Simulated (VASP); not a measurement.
Here is a VASP 6.6.1 calculation.

INCAR

```
ALGO     = Normal         # electronic algorithm
EDIFF    = 1E-6           # SCF threshold, eV
ENCUT    = 520            # plane-wave cutoff, eV
GGA      = PE             # functional
ISIF     = 2              # what is computed and relaxed
ISMEAR   = 0              # smearing method
LASPH    = True           # aspherical terms in the spheres
LCHARG   = False          # write CHGCAR
LREAL    = False          # projectors in reciprocal space
LWAVE    = False          # write WAVECAR
NBANDS   = 16             # bands
NELM     = 60             # most SCF steps
PREC     = Accurate       # precision mode
SIGMA    = 0.1            # smearing width, eV
```

Contents of KPOINTS:

```
k-points
0
Gamma
  18 18 18
```

File POSCAR:

```
GaAs
1.0
    0.0000000000      2.6959458809      2.6959458809
    2.6959458809      0.0000000000      2.6959458809
    2.6959458809      2.6959458809      0.0000000000
Ga As
1 1
Direct
    0.0000000000      0.0000000000      0.0000000000
    0.5000000000      0.5000000000      0.5000000000
```

Potentials or basis: VASP PAW PBE potentials, release 64 (Ga_d, As).

Run with:

```sh
$ cat potpaw_PBE.64/Ga_d/POTCAR potpaw_PBE.64/As/POTCAR > POTCAR
$ mpirun -np 1 vasp_std > vasp.out
```

Question: Estimate the pressure.

Answer: 0.2 GPa.

Question: Predict the band gap on the k mesh.

Answer: Zero (band 9 reaches 5.83 eV, above the bottom of band 10 at 2.70 eV).
